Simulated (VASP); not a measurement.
Crystal: Au.

```
Au
1.0
    -1.65727    1.65727    1.65727
     1.65727   -1.65727    1.65727
     1.65727    1.65727   -1.65727
Au
1
Direct
  0.00000 0.00000 0.00000
```

Base run:

* Program: VASP 6.6.1
* Functional: LDA
* Potentials or basis: VASP PAW LDA potentials, release 64 (Au)
* Cutoff: 520 eV
* k mesh: 9 × 9 × 9
* Occupations: fermi-dirac, width 0.1 eV
* Spin: no spin polarisation

Its results: pressure -12.6 GPa.

Question: The run is repeated on the same cell with these changes: k mesh from 9 × 9 × 9 to 4 × 4 × 4; further incar settings from ALGO = Normal; EDIFF = 1e-06; NBANDS = 12 to ALGO = Normal; EDIFF = 1e-07; NBANDS = 12. What comes out?

Answer: Pressure -14.4 GPa.

Caveats: some runs use coarse meshes.
